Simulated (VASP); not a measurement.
Input of a VASP 6.6.1 run:

Contents of INCAR:

```
SYSTEM = SiO
ALGO = Normal ; EDIFF = 1E-7
EDIFFG = -0.001 ; ENCUT = 600
GGA = PS ; IBRION = 2
ISIF = 3 ; ISMEAR = -1
LASPH = .TRUE. ; LCHARG = .FALSE.
LREAL = .FALSE. ; LWAVE = .FALSE.
NELM = 60 ; NSW = 80
PREC = Accurate ; SIGMA = 0.15
```

File KPOINTS:

```
k-points
0
G
  18 18 14
  0 0 0
```

The input POSCAR:

```
SiO
1.0
    2.6663133633      0.0000000000      0.0000000000
   -1.3331566816      2.3090951071      0.0000000000
    0.0000000000      0.0000000000      3.0919855593
Si O
1 1
Direct
    0.6666666667      0.3333333333      0.0000000000
    0.0000000000      0.0000000000      0.5000000000
```

Potentials or basis: VASP PAW PBE potentials, release 64 (Si, O).

Launch:

```bash
$ cat potpaw_PBE.64/Si/POTCAR potpaw_PBE.64/O/POTCAR > POTCAR
$ mpirun -np 1 vasp_std > vasp.out
```

Task: Predict the relaxed cell.

Result: a = 2.668 Å, b = 2.668 Å, c = 3.093 Å, α = 90.00°, β = 90.00°, γ = 120.00°.

Task: What does it give for the band gap on the k mesh?

Result: Zero (band 5 reaches 11.26 eV, above the bottom of band 6 at 7.48 eV).

Task: Estimate the space group after relaxing (to 0.05 Å).

Result: P-6m2 (No. 187).

Task: What does it give for the relaxed volume?

Result: 9.53 Å³/atom.

Final structure:
```yaml
crystal:
  lattice:
    - [2.66799, 0.00000, 0.00000]
    - [-1.33399, 2.31055, 0.00000]
    - [0.00000, 0.00000, 3.09305]
  atoms:
    - { symbol: Si, position: [0.66667, 0.33333, 0.00000] }
    - { symbol: O, position: [0.00000, 0.00000, 0.50000] }
```

Caveat: the PAW data sets were made with another functional, which shifts forces and pressure a little.
